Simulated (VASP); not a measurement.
Input of a VASP 6.6.1 run:

Contents of INCAR:

```
  PREC = Accurate
  ENCUT = 520
  EDIFF = 1E-6
  ISMEAR = 0
  SIGMA = 0.15
  LREAL = F
  LASPH = T
  NELM = 80
  ALGO = Fast
  ISIF = 2
  LWAVE = F
  LCHARG = F
  NBANDS = 13
```

Contents of KPOINTS:

```
regular mesh
0
Gamma
  22 22 22
```

POSCAR

```
W
1.0
    0.0000000000      2.0667370796      1.8646101932
    2.0667370796      0.0000000000      1.8646101932
    2.0667370796      2.0667370796      0.0000000000
W
1
Direct
    0.0000000000      0.0000000000      0.0000000000
```

Potentials or basis: VASP PAW LDA potentials, release 64 (W_sv).

Launch:

```bash
$ cat potpaw_LDA.64/W_sv/POTCAR > POTCAR
$ mpirun -np 1 vasp_std > vasp.out
```

**Question.** Estimate the band gap on the k mesh.

**Answer.** Zero (bands 7 and 8 overlap by 5.40 eV).

**Question.** Predict the pressure.

**Answer.** -3.5 GPa.

Stress tensor (GPa, compression positive):
```
  5.13   0.00   0.00
  0.00   5.13   0.00
  0.00   0.00 -20.88
```

Caveat: the cell stands under tension; spin-orbit coupling is left out, which moves the levels of the heavy elements.
